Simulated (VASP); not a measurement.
The system is ScIn3As2.

```
CELL_PARAMETERS angstrom
5.70815 0.00000 0.00000
-2.85407 4.94340 0.00000
0.00000 0.00000 5.23208
ATOMIC_POSITIONS crystal
Sc 0.00000 0.00000 0.86285
In 0.50000 0.50000 0.46817
In 0.50000 0.00000 0.46817
In 0.00000 0.50000 0.46817
As 0.66667 0.33333 0.96314
As 0.33333 0.66667 0.96314
```

The cell was generated, and may not be a known phase.

* Program: VASP 6.6.1
* Task: relaxation of cell and atoms
* Functional: PBE
* Potentials or basis: VASP PAW PBE potentials, release 64 (Sc_sv, In_d, As)
* Cutoff: 600 eV
* k mesh: 6 × 6 × 4
* Occupations: gaussian, width 0.1 eV
* Spin: no spin polarisation

At the start: pressure 0.6 GPa; volume 24.61 Å³/atom.

**Question.** How do energy, volume and symmetry change on relaxing?

**Answer.** Over 9 steps the energy falls by 4.5 meV/atom and the volume is 25.00 Å³/atom (+1.6 %); space group P6mm (No. 183, to 0.1 Å) before and after.

Step by step:
| step | energy change (eV) | largest force (eV/Å) | pressure (GPa) | volume (Å³) |
| --- | --- | --- | --- | --- |
| 1 | 0.0000 | 0.2156 | 0.63 | 147.64 |
| 2 | -0.0064 | 0.2075 | -0.16 | 149.73 |
| 3 | -0.0064 | 0.2070 | -0.23 | 149.92 |
| 4 | -0.0101 | 0.1900 | -0.19 | 149.82 |
| 5 | -0.0177 | 0.1344 | -0.06 | 149.52 |
| 6 | -0.0157 | 0.1784 | 0.25 | 148.92 |
| 7 | -0.0198 | 0.0851 | 0.06 | 149.28 |
| 8 | -0.0242 | 0.0667 | -0.01 | 149.50 |
| 9 | -0.0272 | 0.0263 | -0.10 | 149.98 |

Final structure:
```xyz
6
Lattice="5.7524 0.0000 0.0000 -2.8762 4.9817 0.0000 0.0000 0.0000 5.2336" Properties=species:S:1:pos:R:3 pbc="T T T"
Sc    0.0000    0.0000    4.3376
In    1.4381    2.4909    2.4809
In    2.8762    0.0000    2.4809
In    4.3143    2.4909    2.4809
As    2.8762    1.6606    5.0838
As    0.0000    3.3211    5.0838
```
